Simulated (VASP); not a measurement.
## CdSe (zincblende type): single point with LDA

The system is CdSe (zincblende type).

```
Cd Se
1.0
     0.00000    2.64195    2.64195
     2.64195    0.00000    2.64195
     2.64195    2.64195    0.00000
Cd Se
1 1
Direct
  0.00000 0.00000 0.00000
  0.25000 0.25000 0.25000
```

This cell differs from its parent crystal: volume scaled by 0.68.

```yaml
Program: VASP 6.6.1
Task: single point
Functional: LDA
Potentials_or_basis: VASP PAW LDA potentials, release 64 (Cd, Se)
Cutoff: 520 eV
k_mesh: 12 × 12 × 12
Occupations: fermi-dirac, width 0.05 eV
Spin: no spin polarisation
```

```yaml
Pressure: 57.4 GPa
Band_gap_on_the_k_mesh: 1.11 eV, direct
```

Levels at points of the mesh, in eV from the valence-band top:
| k point | band 5 | band 6 | band 7 | band 8 | band 9 | band 10 | band 11 | band 12 | band 13 | band 14 |
| --- | --- | --- | --- | --- | --- | --- | --- | --- | --- | --- |
| (0.00, 0.00, 0.00) | -9.60 | -9.60 | 0.00 | 0.00 | 0.00 | 1.11 | 5.39 | 5.39 | 5.39 | 10.97 |
| (0.50, 0.00, 0.00) | -9.53 | -8.87 | -7.81 | -1.63 | -1.63 | 2.46 | 6.05 | 6.05 | 7.69 | 11.53 |
| (0.50, 0.50, 0.00) | -9.42 | -8.76 | -6.52 | -3.90 | -3.90 | 1.88 | 3.31 | 11.45 | 12.59 | 12.59 |

Run time: 15 s on 1 thread of Intel(R) Xeon(R) 6975P-C (Granite Rapids), on a shared host, peak memory 0.17 GiB.
